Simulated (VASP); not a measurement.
# Zr (Im-3m) in VASP: notebook

Zr is run at these levels: LDA; tasks: single point.

Program: VASP 6.6.1. These are calculated values, not measurements. Logs are shortened: lines on timing, memory, paths and dates and some standing lists are left out, and cuts for length are marked.

## Step 1: The cell of the first run

It takes space group Im-3m (No. 229, cubic). Conventional cell: a = 3.571 Å, b = 3.571 Å, c = 3.571 Å, α = 90.00°, β = 90.00°, γ = 90.00°. Zr (site symmetry m-3m) has 14 Zr at 3.09 to 3.57 Å within 4.1 Å.

## Step 2: Single point, LDA

The input, INCAR:

```
SYSTEM = Zr
ALGO = Normal
EDIFF = 1E-6
ENCUT = 500
GGA = CA
GGA_COMPAT = .FALSE.
ISIF = 2
ISMEAR = -1
LASPH = .TRUE.
LCHARG = .FALSE.
LREAL = .FALSE.
LWAVE = .FALSE.
NBANDS = 12
NELM = 120
PREC = Accurate
SIGMA = 0.05
```

The input, KPOINTS:

```
k-points
0
G
  10 10 10
  0 0 0
```

The input, POSCAR:

```
Zr
1.0
   -1.7855375418      1.7855375418      1.7855375418
    1.7855375418     -1.7855375418      1.7855375418
    1.7855375418      1.7855375418     -1.7855375418
Zr
1
Direct
    0.0000000000      0.0000000000      0.0000000000
```

Potentials or basis: VASP PAW LDA potentials, release 64 (Zr_sv).

Started as:

```sh
$ cat potpaw_LDA.64/Zr_sv/POTCAR > POTCAR
$ mpirun -np 1 vasp_std > vasp.out
```

OUTCAR:

```text
SYSTEM = Zr
   EDIFF = 1E-6
   ENCUT = 500
   GGA = CA
   ISIF = 2
   ISMEAR = -1
   LASPH = .TRUE.
   LREAL = .FALSE.
   NELM = 120
   PREC = Accurate

 ion  position               nearest neighbor table
   1  0.000  0.000  0.000-

  LATTYP: Found a body centered cubic cell.
 ALAT       =     3.5710750836

  Lattice vectors:

 A1 = (  -1.7855375418,   1.7855375418,   1.7855375418)
 A2 = (   1.7855375418,  -1.7855375418,   1.7855375418)
 A3 = (   1.7855375418,   1.7855375418,  -1.7855375418)

Analysis of symmetry for initial positions (statically):
=====================================================================
 Subroutine PRICEL returns:
 Original cell was already a primitive cell.

 Routine SETGRP: Setting up the symmetry group for a
 body centered cubic supercell.

 Subroutine GETGRP returns: Found 48 space group operations
 (whereof 48 operations were pure point group operations)
 out of a pool of 48 trial point group operations.

The static configuration has the point symmetry O_h .

Analysis of symmetry for dynamics (positions and initial velocities):
=====================================================================
 Subroutine PRICEL returns:
 Original cell was already a primitive cell.

 Routine SETGRP: Setting up the symmetry group for a
 body centered cubic supercell.

 Subroutine GETGRP returns: Found 48 space group operations
 (whereof 48 operations were pure point group operations)
 out of a pool of 48 trial point group operations.

The dynamic configuration has the point symmetry O_h .

 Subroutine INISYM returns: Found 48 space group operations
 (whereof 48 operations are pure point group operations),
 and found     1 'primitive' translations

----------------------------------------------------------------------------------------

                                     Primitive cell

  volume of cell :      22.7702

  direct lattice vectors                    reciprocal lattice vectors
    -1.785537542  1.785537542  1.785537542     0.000000000  0.280027716  0.280027716
     1.785537542 -1.785537542  1.785537542     0.280027716  0.000000000  0.280027716
     1.785537542  1.785537542 -1.785537542     0.280027716  0.280027716  0.000000000

  length of vectors
     3.092641741  3.092641741  3.092641741     0.396018994  0.396018994  0.396018994

  position of ions in fractional coordinates (direct lattice)
     0.000000000  0.000000000  0.000000000

  ion indices of the primitive-cell ions
   primitive index   ion index
                 1           1

----------------------------------------------------------------------------------------

 KPOINTS: k-points

Automatic generation of k-mesh.
 Grid dimensions read from file:
 generate k-points for:   10   10   10

 Generating k-lattice:

  Cartesian coordinates                     Fractional coordinates (reciprocal lattice)
     0.000000000  0.028002772  0.028002772     0.100000000  0.000000000  0.000000000
     0.028002772  0.000000000  0.028002772     0.000000000  0.100000000  0.000000000
     0.028002772  0.028002772  0.000000000     0.000000000  0.000000000  0.100000000

  Length of vectors
     0.039601899  0.039601899  0.039601899

  Shift w.r.t. Gamma in fractional coordinates (k-lattice)
     0.000000000  0.000000000  0.000000000

 Subroutine IBZKPT returns following result:
 ===========================================

 Found     47 irreducible k-points:

 Following reciprocal coordinates:
            Coordinates               Weight
  0.000000  0.000000  0.000000      1.000000
  0.100000  0.000000  0.000000     12.000000
  0.200000  0.000000  0.000000     12.000000
  0.300000  0.000000  0.000000     12.000000
  0.400000  0.000000  0.000000     12.000000
  0.500000  0.000000  0.000000      6.000000
[... 16 lines left out ...]
  0.300000  0.300000  0.100000      8.000000
 -0.300000  0.300000  0.100000     24.000000
 [... further k-points ...]
   k-points           NKPTS =     47   k-points in BZ     NKDIM =     47   number of bands    NBANDS=     12
   number of dos      NEDOS =    301   number of ions     NIONS =      1
   total plane-waves  NPLWV =  13824
   dimension x,y,z NGX =    24 NGY =   24 NGZ =   24
   dimension x,y,z NGXF=    48 NGYF=   48 NGZF=   48
   ions per type =               1
   NGX,Y,Z   is equivalent  to a cutoff of  12.90, 12.90, 12.90 a.u.
   NGXF,Y,Z  is equivalent  to a cutoff of  25.80, 25.80, 25.80 a.u.
 SYSTEM =  Zr
   PREC   = accura    normal or accurate (medium, high low for compatibility)
   ISTART =      0    job   : 0-new  1-cont  2-samecut
   ICHARG =      2    charge: 1-file 2-atom 10-const
   ISPIN  =      1    spin polarized calculation?
   LNONCOLLINEAR =      F non collinear calculations
   LSORBIT =      F    spin-orbit coupling
   LASPH  =      T    aspherical Exc in radial PAW
   ENCUT  =  500.0 eV  36.75 Ry    6.06 a.u.   5.64  5.64  5.64*2*pi/ulx,y,z
   NELM   =    120;   NELMIN=  2; NELMDL= -5     # of ELM steps
   EDIFF  = 0.1E-05   stopping-criterion for ELM
   LREAL  =      F    real-space projection
   EDIFFG = 0.1E-04   stopping-criterion for IOM
   NSW    =      0    number of steps for IOM
   IBRION =     -1    ionic relax: 0-MD 1-quasi-New 2-CG
   NFREE  =      0    steps in history (QN), initial steepest desc. (CG)
   ISIF   =      2    stress and relaxation
   ISYM   =      2    0-nonsym 1-usesym 2-fastsym
   POTIM  = 0.5000    time-step for ionic-motion
   TEBEG  =    0.0;   TEEND  =   0.0 temperature during run
   PSTRESS=    0.0 pullay stress
   NELECT =      12.0000    total number of electrons
   NUPDOWN=      -1.0000    fix difference up-down
   EMIN   =  10.00;   EMAX   =-10.00  energy-range for DOS
   EFERMI =   0.00;   METHOD = LEGACY
   ISMEAR =    -1;   SIGMA  =   0.05  broadening in eV -4-tet -1-fermi 0-gaus
   EFERMI_NEDOS =   21; number of points for ismear=-14 and -15
   IALGO  =     38    algorithm
   IMIX   =      4    mixing-type and parameters
     AMIX     =   0.40;   BMIX     =  1.00
     AMIX_MAG =   1.60;   BMIX_MAG =  1.00
  volume/ion in A,a.u.               =      22.77       153.66
  Fermi-wavevector in a.u.,A,eV,Ry     =   1.322350  2.498878 23.791260  1.748608
  Thomas-Fermi vector in A             =   2.452037
   LORBIT       =      0    0 simple, 1 ext, 2 COOP (PROOUT), +10 PAW based schemes
   GGA     = CA    functional components
   LHFCALC =     F    Hartree Fock is set to
   AEXX    =    0.0000 exact exchange contribution
   IVDW    =     0    specifies the selected vdW correction
   LEPSILON=     F    determine dielectric tensor
   LRPA    =     F    only Hartree local field effects (RPA)
 non-spin polarized calculation
  energy-cutoff  :      500.00
  volume of cell :       22.77
 maximum number of plane-waves:       603
   NGX = 11   NGY = 11   NGZ = 11

 number of electron      12.0000000 magnetization

 Free energy of the ion-electron system (eV)
  ---------------------------------------------------
  ext. energy  EPLUGINS =         0.00000000
  ---------------------------------------------------
  free energy    TOTEN  =        -9.22500609 eV

  energy without entropy =       -9.21101810  energy(sigma->0) =       -9.21801209

 E-fermi :   8.7934     XC(G=0): -11.3885

 val. band max:        8.7454464115   @ k =   0.2000   0.2000   0.0000
 cond. band min:       8.7964763761   @ k =   0.2000   0.1000   0.0000
 fundamental gap:      0.0510299646
 Fermi energy:         8.7934456993

 k-point     1 :       0.0000    0.0000    0.0000
  band No.  band energies     occupation
      1     -39.4050      2.00000
      2     -17.0199      2.00000
      3     -17.0199      2.00000
      4     -17.0199      2.00000
      5       3.3783      2.00000
      6       9.8563      0.00000
      7       9.8563      0.00000
      8       9.8563      0.00000
      9      12.4043      0.00000
     10      12.4043      0.00000
     11      21.2608      0.00000
     12      21.2608      0.00000

 k-point     2 :       0.1000    0.0000    0.0000
  band No.  band energies     occupation
      1     -39.3890      2.00000
      2     -17.1278      2.00000
      3     -17.0527      2.00000
      4     -17.0207      2.00000
      5       3.7238      2.00000
      6       9.6314      0.00000
      7       9.7697      0.00000
      8      10.1952      0.00000
      9      12.0905      0.00000
     10      12.4041      0.00000
     11      21.5469      0.00000
     12      21.8823      0.00000

 k-point     3 :       0.2000    0.0000    0.0000
  band No.  band energies     occupation
      1     -39.3468      2.00000
      2     -17.4025      2.00000
      3     -17.1377      2.00000
      4     -17.0229      2.00000
      5       4.6251      2.00000
      6       9.1089      0.00364
      7       9.3864      0.00001
      8      11.1745      0.00000
      9      11.8587      0.00000
     10      12.4584      0.00000
     11      21.7745      0.00000
     12      23.1315      0.00000
[... 286 lines left out ...]
 k-point    23 :       0.3000    0.3000    0.1000
  band No.  band energies     occupation
      1     -39.2210      2.00000
      2     -17.6934      2.00000
      3     -17.6934      2.00000
      4     -17.2489      2.00000
      5       7.5023      2.00000
      6       8.4820      1.99606
      7       8.4820      1.99606
      8      13.0395      0.00000
      9      13.0395      0.00000
     10      16.8114      0.00000
     11      18.7749      0.00000
     12      18.7749      0.00000

 k-point    24 :      -0.3000    0.3000    0.1000
  band No.  band energies     occupation
      1     -39.2811      2.00000
      2     -17.7125      2.00000
      3     -17.2775      2.00000
      4     -17.1038      2.00000
      5       5.8791      2.00000
      6       8.8848      0.27714
      7       8.9476      0.08763
      8      11.2765      0.00000
      9      12.5490      0.00000
     10      13.1895      0.00000
     11      20.7973      0.00000
     12      22.6007      0.00000

 [... further k-points ...]

------------------------ aborting loop because EDIFF is reached ----------------------------------------

  FORCE on cell =-STRESS in cart. coord.  units (eV):
  Direction    XX          YY          ZZ          XY          YZ          ZX
  --------------------------------------------------------------------------------------
  -------------------------------------------------------------------------------------
  Total       -0.9853466     -0.9853466     -0.9853466     -0.0000000      0.0000000      0.0000000
  in kB      -69.3318285    -69.3318285    -69.3318285     -0.0000000      0.0000000      0.0000000
  external PRESSURE =     -69.3318285 kB  Pullay stress =       0.0000000 kB

 VOLUME and BASIS-vectors are now :
 -----------------------------------------------------------------------------
  energy-cutoff  :      500.00
  volume of cell :       22.77
      direct lattice vectors                 reciprocal lattice vectors
    -1.785537542  1.785537542  1.785537542     0.000000000  0.280027716  0.280027716
     1.785537542 -1.785537542  1.785537542     0.280027716  0.000000000  0.280027716
     1.785537542  1.785537542 -1.785537542     0.280027716  0.280027716  0.000000000

 POSITION                                       TOTAL-FORCE (eV/Angst)
 -----------------------------------------------------------------------------------
      0.00000      0.00000      0.00000         0.000000      0.000000      0.000000
 -----------------------------------------------------------------------------------
    total drift:                                0.000000      0.000000     -0.000000

  FREE ENERGIE OF THE ION-ELECTRON SYSTEM (eV)
  ---------------------------------------------------
  free  energy   TOTEN  =        -9.2250060864 eV

  energy  without entropy=       -9.2110181033  energy(sigma->0) =       -9.21801209
```

It used 5.3 s of CPU time on 1 thread of Intel Xeon 6455B (shared host).

Results:

```yaml
Free_energy: -9.2250 eV
Pressure: -6.9 GPa
Band_gap_on_the_k_mesh: zero (band 6 reaches 9.86 eV, above the bottom of band 7 at 8.15 eV)
```

[end of part 1 of 2]
